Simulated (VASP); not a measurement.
The system is FeO.

```
Fe O
1.0
     1.58442    0.91477    2.48306
    -1.58442    0.91477    2.48306
     0.00000   -1.82953    2.48306
Fe O
1 1
Direct
  0.00000 0.00000 0.00000
  0.50000 0.50000 0.50000
```

Base run:

```yaml
Program: VASP 6.6.1
Functional: PBE
Potentials_or_basis: VASP PAW PBE potentials, release 64 (Fe, O)
Cutoff: 520 eV
k_mesh: 12 × 12 × 12
Occupations: gaussian, width 0.02 eV
Spin: collinear spin, ferromagnetic start
Starting_moments: "[3.9, 0.17] μB"
Hubbard_terms: Fe d U = 5.3 eV
```

Its results: band gap on the k mesh zero (filled and empty bands overlap); pressure -9.4 GPa; net moment 4.00 μB per cell; site moments Fe +3.85; O +0.16 μB.

Problem. The run is repeated on the same cell with these changes: potentials or basis from VASP PAW PBE potentials, release 64 (Fe, O) to VASP PAW PBE potentials, release 64 (Fe_sv, O); cutoff from 520 eV to 600 eV; further incar settings from ALGO = Normal; EDIFF = 1e-07; NBANDS = 18 to ALGO = Normal; EDIFF = 1e-06; NBANDS = 22; valence electrons from 14 to 22. What comes out?

Solution. Band gap on the k mesh zero (filled and empty bands overlap); pressure -10.5 GPa; net moment 4.02 μB per cell; site moments Fe +3.68; O +0.18 μB.

Caveats: the cell stands under tension; a cell with one magnetic atom can't hold antiferromagnetic order, which such compounds often take.
